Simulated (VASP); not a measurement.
Pb, 2 atoms in the cell. The structure is hexagonal, space group P6_3/mmc (No. 194). Conventional cell: a = 3.758 Å, b = 3.758 Å, c = 5.366 Å, α = 90.00°, β = 90.00°, γ = 120.00°. Within 4.5 Å of Pb (site symmetry -6m2) lie 12 Pb at 3.45 to 3.76 Å. This isn't the form of Pb at room conditions, which is fcc. This cell differs from its parent crystal: strain +0.080 along x and y, -0.040 along z.

```yaml
Program: VASP 6.6.1
Task: single point
Functional: PBEsol
Potentials_or_basis: VASP PAW PBE potentials, release 64 (Pb_d)
Cutoff: 520 eV
k_mesh: 18 × 18 × 10
Occupations: gaussian, width 0.15 eV
Spin: no spin polarisation
Dipole_correction: no
Further_INCAR_settings: ALGO = Fast; EDIFF = 1e-06; NBANDS = 21
```

Potentials or basis: VASP PAW PBE potentials, release 64 (Pb_d).

The run is started by

```console
$ cat potpaw_PBE.64/Pb_d/POTCAR > POTCAR
$ mpirun -np 1 vasp_std > vasp.out
```

Hardware: 1 thread of Intel(R) Xeon(R) 6975P-C (Granite Rapids), on a shared host.

Q: Estimate the wall time of this run.

A: It took 110 s on 1 thread of Intel(R) Xeon(R) 6975P-C (Granite Rapids), with other jobs on the host, peak memory 0.35 GiB. Counts: scf iterations 13, k points 222.
